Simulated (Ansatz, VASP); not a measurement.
## Zr7Ge in VASP and in Ansatz

```xyz
8
Lattice="3.2111 0.0000 0.0000 -1.6055 2.7809 0.0000 0.0000 0.0000 20.2132" Properties=species:S:1:pos:R:3 pbc="T T T"
Zr    0.0000    1.8539   12.7259
Zr    0.0000    0.0000   10.1066
Zr    0.0000    1.8539   17.9746
Zr    0.0000    0.0000   15.3723
Zr    0.0000    1.8539    2.2386
Zr    0.0000    0.0000    4.8410
Zr    0.0000    1.8539    7.4873
Ge    0.0000    0.0000    0.0000
```

Alike in both runs: task single point; functional PBE; k mesh 6 × 6 × 1; occupations gaussian, width 0.1 eV; no spin polarisation.

```csv
,VASP,Ansatz
version,VASP 6.6.1,Ansatz 0.2.0
potentials or method,"VASP PAW PBE potentials, release 64 (Zr_sv, Ge_d), cutoff 500 eV","scalar-relativistic, plane waves, PAW"
valence electrons in the cell,98,98
```

|  | VASP | Ansatz | Ansatz less VASP |
| --- | --- | --- | --- |
| gap on the k mesh at the Fermi level (eV) | none | none | - |
| pressure (GPa) | -0.1 | -0.2 | -0.03 |
| traceless stress, the component that is largest in VASP (GPa) | -0.17 | -0.17 | +0.003 |
| rms of the force components (eV/Å) | 0.031 | 0.032 | +0.0011 |

Atom by atom the forces differ by 0.001 eV/Å (rms over components). A gap of «none» marks a metal or a gap that the smearing closes.

The k mesh is coarse, so the values compare programs but aren't converged.
